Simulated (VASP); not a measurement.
# Ag2HCl2 in VASP: single point with PBE+D3(BJ)

Aim: the single point of Ag2HCl2 with PBE+D3(BJ).

Program: VASP 6.6.1. These are calculated values, not measurements. Logs are shortened: lines on timing, memory, paths and dates and some standing lists are left out, and cuts for length are marked.

## Step 1: The cell of the first run

The cell holds a slab with vacuum, 5 atoms: a = 3.897 Å, b = 3.897 Å, c = 20.148 Å, α = 90.00°, β = 90.00°, γ = 90.00°.

## Step 2: Single point, PBE+D3(BJ), collinear spin

Contents of INCAR:

```
PREC = Accurate
ENCUT = 520
EDIFF = 1E-6
ISMEAR = 0
SIGMA = 0.05
LREAL = F
LASPH = T
NELM = 150
ALGO = Normal
ISIF = 2
LWAVE = F
LCHARG = T
ISPIN = 2
MAGMOM = 0 0 0 0 1
LORBIT = 11
LMAXMIX = 4
LDIPOL = T
IDIPOL = 3
DIPOL = 0.5 0.5 0.315
GGA = PE
IVDW = 12
LELF = T
LVHAR = T
LVACPOTAV = T
NBANDS = 30
```

Contents of KPOINTS:

```
Automatic mesh
0
Gamma
  7 7 1
```

Contents of POSCAR:

```
Ag2HCl2
1.0
    3.8966246593      0.0000000000      0.0000000000
    0.0000000000      3.8966246593      0.0000000000
    0.0000000000      0.0000000000     20.1478735173
Ag Cl H
2 2 1
Direct
    0.0000000000      0.0000000000      0.1985321179
    0.5000000000      0.5000000000      0.3337564577
    0.5000000000      0.5000000000      0.1985321179
    0.0000000000      0.0000000000      0.3398807081
    0.3750000000      0.5000000000      0.5036697053
```

Potentials or basis: VASP PAW PBE potentials, release 64 (Ag, Cl, H).

Started as:

```sh
> cat potpaw_PBE.64/Ag/POTCAR potpaw_PBE.64/Cl/POTCAR potpaw_PBE.64/H/POTCAR > POTCAR
> mpirun -np 1 vasp_std > vasp.out
```

OUTCAR:

```text
PREC = Accurate
   ENCUT = 520
   EDIFF = 1E-6
   ISMEAR = 0
   LREAL = F
   LASPH = T
   NELM = 150
   ISIF = 2
   ISPIN = 2
   LORBIT = 11
   GGA = PE
   IVDW = 12
 IVDW          = 12

 ion  position               nearest neighbor table
   1  0.000  0.000  0.199-   3 2.76   3 2.76   3 2.76   3 2.76   4 2.85
   2  0.500  0.500  0.334-   3 2.72   4 2.76   4 2.76   4 2.76   4 2.76
   3  0.500  0.500  0.199-   2 2.72   1 2.76   1 2.76   1 2.76   1 2.76
   4  0.000  0.000  0.340-   2 2.76   2 2.76   2 2.76   2 2.76   1 2.85
   5  0.375  0.500  0.504-

  LATTYP: Found a simple tetragonal cell.
 ALAT       =     3.8966246593
 C/A-ratio  =     5.1705964210

  Lattice vectors:

 A1 = (   3.8966246593,   0.0000000000,   0.0000000000)
 A2 = (   0.0000000000,   3.8966246593,   0.0000000000)
 A3 = (   0.0000000000,   0.0000000000,  20.1478735173)

Analysis of symmetry for initial positions (statically):
=====================================================================
 Subroutine PRICEL returns:
 Original cell was already a primitive cell.

 Routine SETGRP: Setting up the symmetry group for a
 simple tetragonal supercell.

 Subroutine GETGRP returns: Found  2 space group operations
 (whereof  2 operations were pure point group operations)
 out of a pool of 16 trial point group operations.

The static configuration has the point symmetry C_1h.

Analysis of symmetry for dynamics (positions and initial velocities):
=====================================================================
 Subroutine PRICEL returns:
 Original cell was already a primitive cell.

 Routine SETGRP: Setting up the symmetry group for a
 simple tetragonal supercell.

 Subroutine GETGRP returns: Found  2 space group operations
 (whereof  2 operations were pure point group operations)
 out of a pool of 16 trial point group operations.

The dynamic configuration has the point symmetry C_1h.

Analysis of structural, dynamic, and magnetic symmetry:
=====================================================================
 Subroutine PRICEL returns:
 Original cell was already a primitive cell.

 Routine SETGRP: Setting up the symmetry group for a
 simple tetragonal supercell.

 Subroutine GETGRP returns: Found  2 space group operations
 (whereof  2 operations were pure point group operations)
 out of a pool of 16 trial point group operations.

The overall configuration has the point symmetry C_1h.

 Subroutine INISYM returns: Found  2 space group operations
 (whereof  2 operations are pure point group operations),
 and found     1 'primitive' translations

----------------------------------------------------------------------------------------

                                     Primitive cell

  volume of cell :     305.9189

  direct lattice vectors                    reciprocal lattice vectors
     3.896624659  0.000000000  0.000000000     0.256632365  0.000000000  0.000000000
     0.000000000  3.896624659  0.000000000     0.000000000  0.256632365  0.000000000
     0.000000000  0.000000000 20.147873517     0.000000000  0.000000000  0.049633029

  length of vectors
     3.896624659  3.896624659 20.147873517     0.256632365  0.256632365  0.049633029

  position of ions in fractional coordinates (direct lattice)
     0.000000000  0.000000000  0.198532118
     0.500000000  0.500000000  0.333756458
     0.500000000  0.500000000  0.198532118
     0.000000000  0.000000000  0.339880708
     0.375000000  0.500000000  0.503669705

  ion indices of the primitive-cell ions
   primitive index   ion index
                 1           1
                 2           2
                 3           3
                 4           4
                 5           5

----------------------------------------------------------------------------------------

 KPOINTS: Automatic mesh

Automatic generation of k-mesh.
 Grid dimensions read from file:
 generate k-points for:    7    7    1

 Generating k-lattice:

  Cartesian coordinates                     Fractional coordinates (reciprocal lattice)
     0.036661766  0.000000000  0.000000000     0.142857143  0.000000000  0.000000000
     0.000000000  0.036661766  0.000000000     0.000000000  0.142857143  0.000000000
     0.000000000  0.000000000  0.049633029     0.000000000  0.000000000  1.000000000

  Length of vectors
     0.036661766  0.036661766  0.049633029

  Shift w.r.t. Gamma in fractional coordinates (k-lattice)
     0.000000000  0.000000000  0.000000000

 Subroutine IBZKPT returns following result:
 ===========================================

 Found     16 irreducible k-points:

 Following reciprocal coordinates:
            Coordinates               Weight
  0.000000  0.000000  0.000000      1.000000
  0.142857  0.000000  0.000000      2.000000
  0.000000  0.142857  0.000000      2.000000
  0.285714  0.000000  0.000000      2.000000
  0.000000  0.285714  0.000000      2.000000
  0.428571  0.000000  0.000000      2.000000
[... 8 lines left out ...]
 -0.285714  0.428571  0.000000      4.000000
  0.428571  0.428571  0.000000      4.000000
   k-points           NKPTS =     16   k-points in BZ     NKDIM =     16   number of bands    NBANDS=     30
   number of dos      NEDOS =    301   number of ions     NIONS =      5
   total plane-waves  NPLWV = 135000
   dimension x,y,z NGX =    30 NGY =   30 NGZ =  150
   dimension x,y,z NGXF=    60 NGYF=   60 NGZF=  300
   ions per type =               2   2   1
   NGX,Y,Z   is equivalent  to a cutoff of  12.80, 12.80, 12.38 a.u.
   NGXF,Y,Z  is equivalent  to a cutoff of  25.60, 25.60, 24.75 a.u.
 SYSTEM =  unknown system
   PREC   = accura    normal or accurate (medium, high low for compatibility)
   ISTART =      0    job   : 0-new  1-cont  2-samecut
   ICHARG =      2    charge: 1-file 2-atom 10-const
   ISPIN  =      2    spin polarized calculation?
   LNONCOLLINEAR =      F non collinear calculations
   LSORBIT =      F    spin-orbit coupling
   LASPH  =      T    aspherical Exc in radial PAW
   ENCUT  =  520.0 eV  38.22 Ry    6.18 a.u.   7.25  7.25 37.46*2*pi/ulx,y,z
   NELM   =    150;   NELMIN=  2; NELMDL= -5     # of ELM steps
   EDIFF  = 0.1E-05   stopping-criterion for ELM
   LREAL  =      F    real-space projection
   EDIFFG = 0.1E-04   stopping-criterion for IOM
   NSW    =      0    number of steps for IOM
   IBRION =     -1    ionic relax: 0-MD 1-quasi-New 2-CG
   NFREE  =      0    steps in history (QN), initial steepest desc. (CG)
   ISIF   =      2    stress and relaxation
   ISYM   =      2    0-nonsym 1-usesym 2-fastsym
   POTIM  = 0.5000    time-step for ionic-motion
   TEBEG  =    0.0;   TEEND  =   0.0 temperature during run
   PSTRESS=    0.0 pullay stress
   NELECT =      37.0000    total number of electrons
   NUPDOWN=      -1.0000    fix difference up-down
   EMIN   =  10.00;   EMAX   =-10.00  energy-range for DOS
   EFERMI =   0.00;   METHOD = LEGACY
   ISMEAR =     0;   SIGMA  =   0.05  broadening in eV -4-tet -1-fermi 0-gaus
   EFERMI_NEDOS =   21; number of points for ismear=-14 and -15
   IALGO  =     38    algorithm
   IMIX   =      4    mixing-type and parameters
     AMIX     =   0.40;   BMIX     =  1.00
     AMIX_MAG =   1.60;   BMIX_MAG =  1.00
  volume/ion in A,a.u.               =      61.18       412.89
  Fermi-wavevector in a.u.,A,eV,Ry     =   0.809605  1.529932  8.918082  0.655461
  Thomas-Fermi vector in A             =   1.918627
   LORBIT       =     11    0 simple, 1 ext, 2 COOP (PROOUT), +10 PAW based schemes
   GGA     = PE    functional components
   LHFCALC =     F    Hartree Fock is set to
   AEXX    =    0.0000 exact exchange contribution
   IVDW    =    12    specifies the selected vdW correction
   LEPSILON=     F    determine dielectric tensor
   LRPA    =     F    only Hartree local field effects (RPA)
 spin polarized calculation
 Gauss-broadening in eV      SIGMA  =   0.05
  energy-cutoff  :      520.00
  volume of cell :      305.92
 maximum number of plane-waves:      8267
 NGX is ok and might be reduce to    30
   NGX = 15   NGY = 15   NGZ = 75

 dipolmoment           0.000000      0.000000     -0.000009 electrons x Angstroem

 number of electron      37.0000009 magnetization       1.0000000

 dipolmoment           0.000000      0.000000      0.025312 electrons x Angstroem

 Free energy of the ion-electron system (eV)
  ---------------------------------------------------
  ext. energy  EPLUGINS =         0.00000000
  ---------------------------------------------------
  free energy    TOTEN  =       -11.72894241 eV

  energy without entropy =      -11.72894241  energy(sigma->0) =      -11.72894241

 E-fermi :  -2.4313     XC(G=0):  -3.6346

 val. band max:       -2.6727248553   @ k =   0.4286   0.0000   0.0000
 cond. band min:      -1.5752911862   @ k =   0.0000   0.0000   0.0000
 fundamental gap:      1.0974336691
 Fermi energy:        -2.4312596516

 spin component 1

 k-point     1 :       0.0000    0.0000    0.0000
  band No.  band energies     occupation
      1     -17.6672      1.00000
      2     -17.2984      1.00000
      3      -6.5972      1.00000
      4      -5.9600      1.00000
      5      -5.6556      1.00000
      6      -5.6556      1.00000
[... 22 lines left out ...]
     29       6.1250      0.00000
     30       6.9926      0.00000

 k-point     2 :       0.1429    0.0000    0.0000
  band No.  band energies     occupation
      1     -17.6255      1.00000
      2     -17.2680      1.00000
      3      -6.6218      1.00000
      4      -6.3442      1.00000
      5      -6.1696      1.00000
      6      -6.0082      1.00000
[... 22 lines left out ...]
     29       5.8841      0.00000
     30       6.5268      0.00000

 k-point     3 :       0.0000    0.1429    0.0000
  band No.  band energies     occupation
      1     -17.6255      1.00000
      2     -17.2679      1.00000
      3      -6.6216      1.00000
      4      -6.3443      1.00000
      5      -6.1696      1.00000
      6      -6.0062      1.00000
[... 395 lines left out ...]
      6      -6.3890      1.00000
[... 22 lines left out ...]
     29       5.6252      0.00000
     30       5.9897      0.00000

 k-point    16 :       0.4286    0.4286    0.0000
  band No.  band energies     occupation
      1     -17.3864      1.00000
      2     -17.0894      1.00000
      3      -6.9373      1.00000
      4      -6.7557      1.00000
      5      -6.4276      1.00000
      6      -6.1688      1.00000
[... 22 lines left out ...]
     29       5.9447      0.00000
     30       6.3049      0.00000
 Fermi energy:        -2.4312596516

 spin component 2

 k-point     1 :       0.0000    0.0000    0.0000
  band No.  band energies     occupation
      1     -17.6663      1.00000
      2     -17.2915      1.00000
      3      -6.5943      1.00000
      4      -5.9115      1.00000
      5      -5.6544      1.00000
      6      -5.6544      1.00000
[... 22 lines left out ...]
     29       6.9920      0.00000
     30       7.9054      0.00000

 k-point     2 :       0.1429    0.0000    0.0000
  band No.  band energies     occupation
      1     -17.6247      1.00000
      2     -17.2609      1.00000
      3      -6.6194      1.00000
      4      -6.3411      1.00000
      5      -6.1691      1.00000
      6      -5.9872      1.00000
[... 22 lines left out ...]
     29       6.5172      0.00000
     30       7.3346      0.00000

 k-point     3 :       0.0000    0.1429    0.0000
  band No.  band energies     occupation
      1     -17.6246      1.00000
      2     -17.2609      1.00000
      3      -6.6194      1.00000
      4      -6.3411      1.00000
      5      -6.1691      1.00000
      6      -5.9869      1.00000
[... 418 lines left out ...]
     29       6.0421      0.00000
     30       6.3546      0.00000

 k-point    16 :       0.4286    0.4286    0.0000
  band No.  band energies     occupation
      1     -17.3862      1.00000
      2     -17.0815      1.00000
      3      -6.9359      1.00000
      4      -6.7542      1.00000
      5      -6.4239      1.00000
      6      -6.1655      1.00000
[... 22 lines left out ...]
     29       6.2895      0.00000
     30       6.4398      0.00000

------------------------ aborting loop because EDIFF is reached ----------------------------------------

 Edisp (eV)   -0.89196

 E8    (eV) :    -0.3713

  FORCE on cell =-STRESS in cart. coord.  units (eV):
  Direction    XX          YY          ZZ          XY          YZ          ZX
  --------------------------------------------------------------------------------------
  -------------------------------------------------------------------------------------
  Total      -1.81768    -1.81525    -0.21471     0.00000     0.00000     0.01330
  in kB      -9.51967    -9.50696    -1.12449     0.00000     0.00000     0.06963
  external pressure =       -6.72 kB  Pullay stress =        0.00 kB

 VOLUME and BASIS-vectors are now :
 -----------------------------------------------------------------------------
  energy-cutoff  :      520.00
  volume of cell :      305.92
      direct lattice vectors                 reciprocal lattice vectors
     3.896624659  0.000000000  0.000000000     0.256632365  0.000000000  0.000000000
     0.000000000  3.896624659  0.000000000     0.000000000  0.256632365  0.000000000
     0.000000000  0.000000000 20.147873517     0.000000000  0.000000000  0.049633029

 POSITION                                       TOTAL-FORCE (eV/Angst)
 -----------------------------------------------------------------------------------
      0.00000      0.00000      4.00000        -0.000059      0.000000      0.258335
      1.94831      1.94831      6.72448        -0.001914      0.000000      0.036431
      1.94831      1.94831      4.00000        -0.000022      0.000000     -0.263468
      0.00000      0.00000      6.84787        -0.001952      0.000000      0.019957
      1.46123      1.94831     10.14787         0.003947      0.000000     -0.051254
 -----------------------------------------------------------------------------------
    total drift:                               -0.000028      0.000000      0.000085

  FREE ENERGIE OF THE ION-ELECTRON SYSTEM (eV)
  ---------------------------------------------------
  free  energy   TOTEN  =       -12.6208977535 eV

  energy  without entropy=      -12.6208977535  energy(sigma->0) =      -12.62089775

 vacuum level on the upper side and lower side of the slab         2.769         2.468

 total charge

# of ion       s       p       d       tot
------------------------------------------
    1        0.192   0.121   9.369   9.682
    2        0.195   0.130   9.368   9.693
    3        1.600   3.473   0.000   5.074
    4        1.600   3.472   0.000   5.073
    5        0.379   0.000   0.000   0.379
--------------------------------------------------
tot          3.966   7.197  18.737  29.900

 magnetization (x)

# of ion       s       p       d       tot
------------------------------------------
    1        0.000   0.000   0.000   0.000
    2       -0.000   0.000   0.004   0.004
    3        0.000   0.000   0.000   0.000
    4        0.000   0.006   0.000   0.006
    5        0.378   0.000   0.000   0.378
--------------------------------------------------
tot          0.378   0.006   0.004   0.389
```

It took 8.8 min on 1 thread of Intel Xeon Platinum 8259CL at 2.50GHz (Skylake/Cascade Lake), shared host; peak memory 0.6 GiB.

What came out:

- Free energy: -12.6209 eV
- Largest force: 0.263 eV/Å
- Band gap on the k mesh: 1.10 eV (least direct gap 2.54 eV)
- Net moment: 1.00 μB per cell
- Site moments: Ag +0.00; Cl +0.00, +0.01; H +0.38 μB
- Valence electrons inside the program's atomic spheres: Ag 9.68, 9.69; Cl 5.07; H 0.38
- Dispersion energy per atom: -0.178 eV

Forces on the atoms (eV/Å):
```
Ag   0.000  0.000  0.258
Ag  -0.002  0.000  0.036
Cl   0.000  0.000 -0.263
Cl  -0.002  0.000  0.020
H    0.004  0.000 -0.051
```

Levels at points of the mesh, in eV from the valence-band top:
Spin up:
| k point | band 15 | band 16 | band 17 | band 18 | band 19 | band 20 | band 21 | band 22 | band 23 | band 24 |
| --- | --- | --- | --- | --- | --- | --- | --- | --- | --- | --- |
| (0.00, 0.00, 0.00) | -2.32 | -2.11 | -1.91 | -1.91 | -1.44 | 1.20 | 2.30 | 4.74 | 5.11 | 5.92 |
Spin down:
```csv
k point,band 14,band 15,band 16,band 17,band 18,band 19,band 20,band 21,band 22,band 23
"(0.00, 0.00, 0.00)",-2.32,-2.19,-1.91,-1.91,-1.44,1.10,2.13,3.87,4.78,5.70
```
